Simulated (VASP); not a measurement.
Crystal: Ta2N.

```
Ta N
1.0
     3.09197    0.00000    0.00000
    -1.54598    2.67772    0.00000
     0.00000    0.00000    4.83716
Ta N
2 1
Direct
  0.33333 0.66667 0.25471
  0.66667 0.33333 0.74529
  0.00000 0.00000 0.00000
```

Base run:

| Item | Value |
| --- | --- |
| Program | VASP 6.6.1 |
| Functional | LDA |
| Potentials or basis | VASP PAW LDA potentials, release 64 (Ta_sv_GW, N) |
| Cutoff | 600 eV |
| k mesh | 10 × 10 × 6 |
| Occupations | fermi-dirac, width 0.05 eV |
| Spin | no spin polarisation |

Its results: pressure -8.3 GPa; largest force 0.300 eV/Å.

Question: The run is repeated on the same cell with these changes: functional from LDA to r2SCAN; potentials or basis from VASP PAW LDA potentials, release 64 (Ta_sv_GW, N) to VASP PAW PBE potentials, release 64 (Ta_sv_GW, N); cutoff from 600 eV to 660 eV. What comes out?

Answer: Pressure 0.4 GPa; largest force 0.268 eV/Å.

Caveats: the PAW data sets were made with another functional, which shifts forces and pressure a little (some runs).
